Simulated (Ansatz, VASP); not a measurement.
**Co: VASP beside Ansatz**

```
Co
1.0
     4.04134    0.00000    0.00000
    -2.02067    3.49990    0.00000
     0.00000    0.00000    2.47252
Co
3
Direct
  0.00000 0.00000 0.00000
  0.33333 0.66667 0.50000
  0.66667 0.33333 0.50000
```

Alike in both runs: task single point; functional r2SCAN; k mesh 10 × 10 × 15; occupations fermi-dirac, width 0.05 eV; collinear spin.

|  | VASP | Ansatz |
| --- | --- | --- |
| version | VASP 6.6.1 | Ansatz 0.2.0 |
| potentials or method | VASP PAW PBE potentials, release 64 (Co), cutoff 520 eV | plane waves (500 eV) with PAW, scalar-relativistic |
| valence electrons in the cell | 27 | 51 |

|  | VASP | Ansatz | Ansatz less VASP |
| --- | --- | --- | --- |
| pressure (GPa) | -13.9 | -13.8 | +0.17 |
| traceless stress, the component that is largest in VASP (GPa) | -0.45 | -0.69 | -0.239 |
| net moment per atom (μB) | 1.82 | 1.84 | +0.018 |
| size of the moment on the site where the two differ most (μB) | 1.87 | 1.96 | +0.087 |

VASP's potentials were made for PBE, not for r2SCAN. Site moments also hang on the region over which each program counts them. VASP's potentials hold 27 valence electrons a cell and Ansatz's 51, so a difference there can come from the potentials and not from the codes. Ansatz's warnings: stability check not made.
